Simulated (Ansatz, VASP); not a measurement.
Two plane-wave programs on SnCl3

Contents of INCAR:

```
ALGO = Normal
EDIFF = 1E-7
ENCUT = 520
GGA = PE
ISIF = 2
ISMEAR = 0
LASPH = T
LCHARG = F
LREAL = F
LWAVE = F
NBANDS = 26
NELM = 60
PREC = Accurate
SIGMA = 0.1
```

KPOINTS

```
k-points
0
Gamma
  10 10 10
```

POSCAR

```
SnCl3
1.0
    5.2730430866      0.0000000000      0.0000000000
    0.0000000000      5.2730430866      0.0000000000
    0.0000000000      0.0000000000      5.2730430866
Sn Cl
1 3
Direct
    0.5000000000      0.5000000000      0.5000000000
    0.0000000000      0.5000000000      0.5000000000
    0.5000000000      0.0000000000      0.5000000000
    0.5000000000      0.5000000000      0.0000000000
```

Input for Ansatz:

```yaml
crystal:
  lattice:
    - [5.2730430866, 0.0, 0.0]
    - [0.0, 5.2730430866, 0.0]
    - [0.0, 0.0, 5.2730430866]
  atoms:
    - { symbol: Sn, position: [0.5, 0.5, 0.5] }
    - { symbol: Cl, position: [0.0, 0.5, 0.5] }
    - { symbol: Cl, position: [0.5, 0.0, 0.5] }
    - { symbol: Cl, position: [0.5, 0.5, 0.0] }
basis:
  ecutwfc: 420
kpoints:
  mp_grid: { grid: [10, 10, 10] }
hamiltonian:
  xc: pbe
scf:
  occupations: { method: gaussian, width: 0.1 }
output:
  forces: true
  stress: true
  eigenvalues: true
```

Alike in both runs: task single point; functional PBE; k mesh 10 × 10 × 10; occupations gaussian, width 0.1 eV; no spin polarisation.

|  | VASP | Ansatz |
| --- | --- | --- |
| version | VASP 6.6.1 | Ansatz 0.2.0 |
| potentials or method | VASP PAW PBE potentials, release 64 (Sn_d, Cl), cutoff 520 eV | scalar-relativistic, plane waves, PAW |
| valence electrons in the cell | 35 | 35 |

VASP gave:

| Property | Result |
| --- | --- |
| gap on the k mesh at the Fermi level (eV) | none |
| pressure (GPa) | -1.0 |

Task: Which values does Ansatz return?

Result: gap on the k mesh at the Fermi level (eV): none; pressure (GPa): -0.9.

A gap of «none» marks a metal or a gap that the smearing closes.
